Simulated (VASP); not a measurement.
Input of a VASP 6.6.1 run:

POSCAR

```
GaB
1.0
    2.7182400000      0.0000000000      0.0000000000
    0.0000000000      2.7182400000      0.0000000000
    0.0000000000      0.0000000000      3.2362100000
Ga B
1 1
Direct
    0.5000000000      0.5000000000      0.5000000000
    0.0000000000      0.0000000000      0.0000000000
```

File INCAR.step1:

```
  PREC = Accurate
  ENCUT = 600
  EDIFF = 1E-5
  ISMEAR = -1
  SIGMA = 0.05
  LREAL = F
  LASPH = T
  NELM = 100
  ALGO = Normal
  LWAVE = T
  LCHARG = F
  GGA = PE
  NBANDS = 15
```

INCAR.step2

```
  PREC = Accurate
  ENCUT = 600
  EDIFF = 1E-6
  ISMEAR = -1
  SIGMA = 0.05
  LREAL = F
  LASPH = T
  NELM = 100
  ALGO = Normal
  ISIF = 3
  LWAVE = F
  LCHARG = F
  GGA = PE
  LHFCALC = T
  HFSCREEN = 0.2079
  PRECFOCK = Normal
  IBRION = 2
  NSW = 60
  EDIFFG = -0.01
  ISTART = 1
```

Contents of KPOINTS:

```
regular mesh
0
Gamma
  5 5 4
```

Potentials or basis: VASP PAW PBE potentials, release 64 (Ga_d, B).

Command:

```console
$ cat potpaw_PBE.64/Ga_d/POTCAR potpaw_PBE.64/B/POTCAR > POTCAR
$ cp INCAR.step1 INCAR
$ mpirun -np 1 vasp_std > vasp.out
$ cp INCAR.step2 INCAR
$ mpirun -np 1 vasp_std > vasp.out
```

(1) What does it give for the relaxed volume?

(2) Predict the relaxed cell.

## Answers

(1) 11.54 Å³/atom.

(2) a = 2.695 Å, b = 2.695 Å, c = 3.179 Å, α = 90.00°, β = 90.00°, γ = 90.00°.

Caveat: the k points lie up to 0.49 Å⁻¹ apart in the final cell, too coarse for converged energies and pressures of a metal; the PAW data sets were made with another functional, which shifts forces and pressure a little.
